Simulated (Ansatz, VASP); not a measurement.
Two plane-wave programs on Ag

Contents of INCAR:

```
SYSTEM = Ag
PREC = Accurate
ENCUT = 520
EDIFF = 1E-7
ISMEAR = 0
SIGMA = 0.15
LREAL = .FALSE.
LASPH = .TRUE.
NELM = 100
ALGO = Normal
ISIF = 2
LWAVE = .FALSE.
LCHARG = .FALSE.
GGA = PS
NBANDS = 12
```

The input KPOINTS:

```
Automatic mesh
0
G
  20 20 20
  0 0 0
```

POSCAR

```
Ag
1.0
    0.0000000000      2.0635310000      2.0431000000
    2.0431000000      0.0000000000      2.0431000000
    2.0431000000      2.0635310000      0.0000000000
Ag
1
Direct
    0.0000000000      0.0000000000      0.0000000000
```

Input for Ansatz:

```yaml
crystal:
  lattice:
    - [0.0, 2.063531, 2.0431]
    - [2.0431, 0.0, 2.0431]
    - [2.0431, 2.063531, 0.0]
  atoms:
    - { symbol: Ag, position: [0.0, 0.0, 0.0] }
basis:
  ecutwfc: 420
kpoints:
  mp_grid: { grid: [20, 20, 20] }
hamiltonian:
  xc: pbesol
scf:
  occupations: { method: gaussian, width: 0.15 }
output:
  forces: true
  stress: true
  eigenvalues: true
```

Change from the starting cell: strain +0.0100 x Voigt [0, 1, 0, 0, 0, 0], atoms carried along.

Alike in both runs: task single point; functional PBEsol; k mesh 20 × 20 × 20; occupations gaussian, width 0.15 eV; no spin polarisation.

```csv
,VASP,Ansatz
version,VASP 6.6.1,Ansatz 0.2.0
potentials or method,"VASP PAW PBE potentials, release 64 (Ag), cutoff 520 eV","scalar-relativistic, plane waves, PAW"
valence electrons in the cell,11,19
```

```tsv
	VASP	Ansatz	Ansatz less VASP
gap on the k mesh at the Fermi level (eV)	none	none	-
pressure (GPa)	-3.8	-3.6	+0.18
traceless stress, the component that is largest in VASP (GPa)	-0.26	-0.26	-0.002
```

VASP's potentials were made for PBE, not for PBEsol. A gap of «none» marks a metal or a gap that the smearing closes. VASP's potentials hold 11 valence electrons a cell and Ansatz's 19, so a difference there can come from the potentials and not from the codes.
